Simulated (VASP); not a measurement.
# Co14NiW5 in VASP: a series of runs

Co14NiW5 is run at these levels: PBE; tasks: single point.

Program: VASP 6.6.1. These are calculated values, not measurements. Logs are shortened: lines on timing, memory, paths and dates and some standing lists are left out, and cuts for length are marked.

## Step 1: The cell of the first run

The cell holds a disordered packing, 20 atoms: a = 6.412 Å, b = 6.156 Å, c = 6.644 Å, α = 89.00°, β = 94.63°, γ = 91.19°.

## Step 2: Single point, PBE

INCAR

```
ALGO     = Normal         # electronic algorithm
EDIFF    = 1E-6           # SCF threshold, eV
ENCUT    = 400            # plane-wave cutoff, eV
GGA      = PE             # functional
GGA_COMPAT= False        
ISIF     = 2              # what is computed and relaxed
ISMEAR   = -1             # smearing method
ISYM     = -1           
LASPH    = True           # aspherical terms in the spheres
LCHARG   = True           # write CHGCAR
LELF     = True           # ELF
LREAL    = Auto         
LVHAR    = True         
LWAVE    = False          # write WAVECAR
NBANDS   = 119            # bands
NELM     = 120            # most SCF steps
PREC     = Accurate       # precision mode
SIGMA    = 0.05           # smearing width, eV
```

KPOINTS

```
explicit points
1
Reciprocal
  0.25000000   0.25000000   0.25000000 1
```

POSCAR

```
Co14NiW5
1.0
    6.4067140000     -0.0639040000     -0.2633820000
   -0.0639040000      6.1558140000      0.0545630000
   -0.2633820000      0.0545630000      6.6380590000
Co W Ni
14 5 1
Direct
    0.7628053339      0.9024602844      0.5058310349
    0.4547704864      0.2520602743      0.6611529357
    0.2218666736      0.4993059575      0.8011393176
    0.2767443471      0.3597290472      0.2631264024
    0.4821921279      0.6185945480      0.5127472282
    0.5593616005      0.0514381787      0.1733516011
    0.3021146178      0.7199571123      0.1281135845
    0.7821677864      0.1721665776      0.8193505046
    0.9398627456      0.5543130171      0.0597686686
    0.5837594636      0.4099318035      0.9992051330
    0.3254074843      0.9648285383      0.4206296652
    0.6637159577      0.6826782670      0.2210228716
    0.8120424032      0.5632873322      0.7267509532
    0.2511282393      0.1666940881      0.9588786916
    0.0679452962      0.6157382797      0.4517466688
    0.0664045893      0.8779031128      0.8024530583
    0.5418416973      0.8285665229      0.8273271260
    0.9696802713      0.9689097986      0.1880385070
    0.6921540028      0.3230991482      0.3935478197
    0.0430639578      0.2121739517      0.5290137409
```

Potentials or basis: VASP PAW PBE potentials, release 64 (Co, W_sv, Ni).

Command:

```sh
$ cat potpaw_PBE.64/Co/POTCAR potpaw_PBE.64/W_sv/POTCAR potpaw_PBE.64/Ni/POTCAR > POTCAR
$ mpirun -np 1 vasp_std > vasp.out
```

OUTCAR:

```text
EDIFF = 1E-6
   ENCUT = 400
   GGA = PE
   ISIF = 2
   ISMEAR = -1
   ISYM = -1
   LASPH = True
   LREAL = Auto
   NELM = 120
   PREC = Accurate

 ion  position               nearest neighbor table
   1  0.763  0.902  0.506-  12 2.38   5 2.48  13 2.54  20 2.59  18 2.60   6 2.63  16 2.66   8 2.68
                            17 2.68  15 2.71  19 2.72  11 2.85
   2  0.455  0.252  0.661-   8 2.33   3 2.40   5 2.46  19 2.46  11 2.49  14 2.50  10 2.53  20 2.72
                            17 2.86   4 2.87  13 2.97
   3  0.222  0.499  0.801-  14 2.29   2 2.40  15 2.55  16 2.55   7 2.59   9 2.62  10 2.64  13 2.67
                            20 2.72   5 2.72  17 2.85
   4  0.277  0.360  0.263-  14 2.36   7 2.39  15 2.50  20 2.55   5 2.58  11 2.64   9 2.74  19 2.75
                            10 2.75   6 2.76   2 2.87  18 3.10
   5  0.482  0.619  0.513-  12 2.36  11 2.42   2 2.46  19 2.46  17 2.48  13 2.48   1 2.48   4 2.58
                            15 2.65   3 2.72   7 2.78
   6  0.559  0.051  0.173-  19 2.34  11 2.36  12 2.39  14 2.45  10 2.48   7 2.60   1 2.63  18 2.68
                            17 2.69   4 2.76   8 2.93
   7  0.302  0.720  0.128-  12 2.37   4 2.39  11 2.47   9 2.53   3 2.59   6 2.60  17 2.69  18 2.71
                            16 2.71  15 2.78   5 2.78  10 2.84  14 2.97
   8  0.782  0.172  0.819-   2 2.33  10 2.36  13 2.48  17 2.59  16 2.61  20 2.66   1 2.68  18 2.91
                             6 2.93  19 2.98   9 2.98  14 3.08
   9  0.940  0.554  0.060-  13 2.30  12 2.30  10 2.44   7 2.53   3 2.62  15 2.70  18 2.70   4 2.74
                            16 2.75   8 2.98  19 3.14
  10  0.584  0.410  0.999-  12 2.28   8 2.36   9 2.44   6 2.48   2 2.53  13 2.57  14 2.58   3 2.64
                            19 2.70   4 2.75  17 2.81   7 2.84
  11  0.325  0.965  0.421-   6 2.36   5 2.42   7 2.47   2 2.49  20 2.55   4 2.64  18 2.65  15 2.70
                             1 2.85  17 3.05  16 3.17  19 3.20
  12  0.664  0.683  0.221-  10 2.28   9 2.30   5 2.36   7 2.37   1 2.38   6 2.39  19 2.48  18 2.63
                            17 2.81  15 2.94
  13  0.812  0.563  0.727-   9 2.30   5 2.48   8 2.48  16 2.54  17 2.54   1 2.54  15 2.56  10 2.57
                             3 2.67  19 2.73   2 2.97  20 3.02
  14  0.251  0.167  0.959-   3 2.29  16 2.33   4 2.36   6 2.45   2 2.50  10 2.58  18 2.71   7 2.97
                            17 3.01  20 3.06   8 3.08
  15  0.068  0.616  0.452-   4 2.50  20 2.53   3 2.55  13 2.56   5 2.65   9 2.70  11 2.70   1 2.71
                             7 2.78  18 2.82  16 2.86  12 2.94  19 2.98
  16  0.066  0.878  0.802-  14 2.33  13 2.54   3 2.55   8 2.61   1 2.66   7 2.71  20 2.72  18 2.75
                             9 2.75  15 2.86  17 3.06  11 3.17  17 3.39
  17  0.542  0.829  0.827-   5 2.48  13 2.54   8 2.59   1 2.68   7 2.69   6 2.69  12 2.81  10 2.81
                             3 2.85   2 2.86  14 3.01  11 3.05  16 3.06  16 3.39
  18  0.970  0.969  0.188-   1 2.60  12 2.63  11 2.65   6 2.68   9 2.70   7 2.71  14 2.71  20 2.74
                            16 2.75  15 2.82   8 2.91   4 3.10  19 3.23
  19  0.692  0.323  0.394-   6 2.34   2 2.46  20 2.46   5 2.46  12 2.48  10 2.70   1 2.72  13 2.73
                             4 2.75   8 2.98  15 2.98   9 3.14  11 3.20  18 3.23
  20  0.043  0.212  0.529-  19 2.46  15 2.53  11 2.55   4 2.55   1 2.59   8 2.66  16 2.72   3 2.72
                             2 2.72  18 2.74  13 3.02  14 3.06

[... 112 lines left out ...]
  volume/ion in A,a.u.               =      13.07        88.18
  Fermi-wavevector in a.u.,A,eV,Ry     =   1.512298  2.857830 31.117155  2.287046
  Thomas-Fermi vector in A             =   2.622241
   LORBIT       =      0    0 simple, 1 ext, 2 COOP (PROOUT), +10 PAW based schemes
   GGA     = PE    functional components
   LHFCALC =     F    Hartree Fock is set to
   AEXX    =    0.0000 exact exchange contribution
   IVDW    =     0    specifies the selected vdW correction
   LEPSILON=     F    determine dielectric tensor
   LRPA    =     F    only Hartree local field effects (RPA)
 non-spin polarized calculation
  energy-cutoff  :      400.00
  volume of cell :      261.32
 maximum number of plane-waves:      4761
 NGX is ok and might be reduce to    42
   NGX = 21   NGY = 21   NGZ = 21

 number of electron     205.9999983 magnetization

 Free energy of the ion-electron system (eV)
  ---------------------------------------------------
  ext. energy  EPLUGINS =         0.00000000
  ---------------------------------------------------
  free energy    TOTEN  =      -162.85178781 eV

  energy without entropy =     -162.54021760  energy(sigma->0) =     -162.69600270

 E-fermi :   9.3823     XC(G=0): -12.9990

 val. band max:        9.3431359921   @ k =   0.2500   0.2500   0.2500
 cond. band min:       9.3911332136   @ k =   0.2500   0.2500   0.2500
 fundamental gap:      0.0479972214
 Fermi energy:         9.3823429100

 k-point     1 :       0.2500    0.2500    0.2500
  band No.  band energies     occupation
      1     -65.0719      2.00000
      2     -64.9810      2.00000
      3     -64.8081      2.00000
      4     -64.7232      2.00000
      5     -64.7050      2.00000
      6     -29.2494      2.00000
[... 107 lines left out ...]
    114      10.1781      0.00000
    115      10.2808      0.00000
 [bands above 115 left out]

------------------------ aborting loop because EDIFF is reached ----------------------------------------

  FORCE on cell =-STRESS in cart. coord.  units (eV):
  Direction    XX          YY          ZZ          XY          YZ          ZX
  --------------------------------------------------------------------------------------
  -------------------------------------------------------------------------------------
  Total      -30.6103413    -20.8256814    -24.8271689     -1.0700771      6.3857811     -0.3701146
  in kB     -187.6720038   -127.6822536   -152.2153739     -6.5606430     39.1512240     -2.2691728
  external PRESSURE =    -155.8565438 kB  Pullay stress =       0.0000000 kB

 VOLUME and BASIS-vectors are now :
 -----------------------------------------------------------------------------
  energy-cutoff  :      400.00
  volume of cell :      261.32
      direct lattice vectors                 reciprocal lattice vectors
     6.406714000 -0.063904000 -0.263382000     0.156356410  0.001568274  0.006190950
    -0.063904000  6.155814000  0.054563000     0.001568274  0.162475619 -0.001273279
    -0.263382000  0.054563000  6.638059000     0.006190950 -0.001273279  0.150902554

 POSITION                                       TOTAL-FORCE (eV/Angst)
 -----------------------------------------------------------------------------------
      4.69618      5.53423      3.20607        -0.073908      0.073101      0.526627
      2.72334      1.55865      4.28275        -0.705794     -0.251391     -0.375353
      1.17852      3.10317      5.28682         0.146950      0.769760     -0.223900
      1.68073      2.21110      1.69339         0.125620     -0.631681      0.461941
      2.91469      3.80512      3.31040        -0.838332      0.190650      0.350526
      3.53473      0.29036      1.00620        -0.033536     -0.440269     -0.688711
[... 12 lines left out ...]
      4.31013      1.96618      2.44772        -0.031435      0.032820      0.120470
      0.12301      1.33222      3.51186         0.623428     -0.529583      0.278287
 -----------------------------------------------------------------------------------
    total drift:                                0.011205      0.001475     -0.002262

  FREE ENERGIE OF THE ION-ELECTRON SYSTEM (eV)
  ---------------------------------------------------
  free  energy   TOTEN  =      -162.8517878113 eV

  energy  without entropy=     -162.5402175979  energy(sigma->0) =     -162.69600270
```

stdout:

```text
POSCAR found type information on POSCAR CoW Ni
 POSCAR found :  3 types and      20 ions
 scaLAPACK will be used
 LDA part: xc-table for (Slater+PW92), standard interpolation
 POSCAR, INCAR and KPOINTS ok, starting setup
 FFT: planning ... GRIDC
 FFT: planning ... GRID_SOFT
 FFT: planning ... GRID
 WAVECAR not read
 entering main loop
```

It took 2.8 min on 1 thread of AMD EPYC 7R43 (Zen 3), shared host; peak memory 0.24 GiB.

Results:

- Free energy: -162.8518 eV
- Pressure: -15.6 GPa
- Largest force: 1.765 eV/Å

Forces on the atoms (eV/Å):
```
Co  -0.074  0.073  0.527
Co  -0.706 -0.251 -0.375
Co   0.147  0.770 -0.224
Co   0.126 -0.632  0.462
Co  -0.838  0.191  0.351
Co  -0.034 -0.440 -0.689
Co  -0.135  0.381 -0.259
Co   1.492 -0.899  0.283
Co   1.417 -0.276  0.233
Co  -0.985 -0.345 -0.187
Co  -0.332  0.021  0.581
Co   0.703  1.278 -0.267
Co  -0.824 -0.127 -0.839
Co   0.336 -0.140  0.074
W    0.041  0.863 -0.349
W   -0.612 -0.560 -0.138
W   -0.012  0.113  0.641
W   -0.303  0.479 -0.224
W   -0.031  0.033  0.120
Ni   0.623 -0.530  0.278
```

Levels at points of the mesh, in eV from the Fermi level:
| k point | band 101 | band 102 | band 103 | band 104 | band 105 | band 106 |
| --- | --- | --- | --- | --- | --- | --- |
| (0.25, 0.25, 0.25) | -0.10 | -0.06 | -0.04 | 0.01 | 0.09 | 0.13 |

Caveat: the atoms stand as in a frame of molecular dynamics; spin-orbit coupling is left out, which moves the levels of the heavy elements; the run has no spin polarisation, though such a crystal can be magnetic. Spin polarisation is off, so any magnetic state and its effect on volume and gap are missing.

## Step 3: Single point, PBE

INCAR

```
  PREC = Accurate
  ENCUT = 400
  EDIFF = 1E-6
  ISMEAR = -1
  SIGMA = 0.05
  LREAL = Auto
  LASPH = T
  NELM = 120
  ALGO = Normal
  ISIF = 2
  LWAVE = F
  LCHARG = F
  GGA = PE
  NBANDS = 119
  ISYM = -1
  GGA_COMPAT = F
```

KPOINTS is that of step 2.

POSCAR

```
Co14NiW5
1.0
    6.4067140000     -0.0639040000     -0.2633820000
   -0.0639040000      6.1558140000      0.0545630000
   -0.2633820000      0.0545630000      6.6380590000
Co W Ni
14 5 1
Direct
    0.7329476563      0.9238384374      0.5160035220
    0.4439796640      0.2443516990      0.6572304781
    0.2434671993      0.4970146633      0.7919048726
    0.2948544983      0.3162764274      0.3083320556
    0.4704928230      0.6028768094      0.5134774447
    0.5571722691      0.0394517698      0.1494378914
    0.3162845957      0.7051599977      0.1338831162
    0.7972137379      0.1513694854      0.8412431368
    0.9685851788      0.5068992059      0.0898821418
    0.5691550128      0.4220294816      1.0016364710
    0.3229481621      0.9468489507      0.4248053254
    0.6917895382      0.6999082065      0.2193497859
    0.8023219122      0.5342340176      0.7305561368
    0.2546257647      0.1637607167      0.9674521674
    0.0715598164      0.6359719701      0.4562579255
    0.0426818761      0.8440565223      0.8024959377
    0.5432181658      0.8125707495      0.8534064836
    0.9748129817      0.9695723422      0.1761715913
    0.7075063882      0.3249798765      0.4064991846
    0.0362650116      0.1870923991      0.5582257146
```

Potentials or basis: VASP PAW PBE potentials, release 64 (Co, W_sv, Ni).

Command:

```sh
$ cat potpaw_PBE.64/Co/POTCAR potpaw_PBE.64/W_sv/POTCAR potpaw_PBE.64/Ni/POTCAR > POTCAR
$ mpirun -np 1 vasp_std > vasp.out
```

It took 2.9 min on 1 thread of AMD EPYC 7R43 (Zen 3), shared host; peak memory 0.25 GiB.

It converged, with:

| Quantity | Value |
| --- | --- |
| Free energy | -163.4192 eV |
| Pressure | -16.7 GPa |
| Largest force | 1.294 eV/Å |

Forces on the atoms (eV/Å):
```
Co  -0.011 -0.470 -0.012
Co   0.630 -1.070  0.004
Co  -0.820  0.703  0.712
Co  -0.150  0.187 -0.494
Co   0.406  0.578  0.030
Co   0.175  0.764  0.950
Co  -0.214 -0.254 -0.040
Co   0.147 -0.105  0.345
Co   0.543 -0.512 -0.336
Co  -0.053 -0.486  0.430
Co  -0.098  0.530  0.700
Co   0.134 -0.458  0.341
Co  -0.290 -0.158 -0.274
Co  -0.532 -0.229 -0.300
W   -0.479 -0.609 -0.991
W    0.361  0.147  0.722
W    0.120  0.388 -1.023
W   -0.444  1.022  0.296
W   -0.669  0.107 -1.025
Ni   1.243 -0.076 -0.036
```

Stress tensor (GPa, compression positive):
```
-19.56  -0.59  -0.51
 -0.59 -13.61   2.30
 -0.51   2.30 -17.05
```

Levels at points of the mesh, in eV from the Fermi level:
| k point | band 101 | band 102 | band 103 | band 104 | band 105 | band 106 |
| --- | --- | --- | --- | --- | --- | --- |
| (0.25, 0.25, 0.25) | -0.13 | -0.09 | -0.07 | 0.06 | 0.07 | 0.20 |

Caveat: the atoms stand as in a frame of molecular dynamics; spin-orbit coupling is left out, which moves the levels of the heavy elements; the run has no spin polarisation, though such a crystal can be magnetic. Spin polarisation is off, so any magnetic state and its effect on volume and gap are missing.
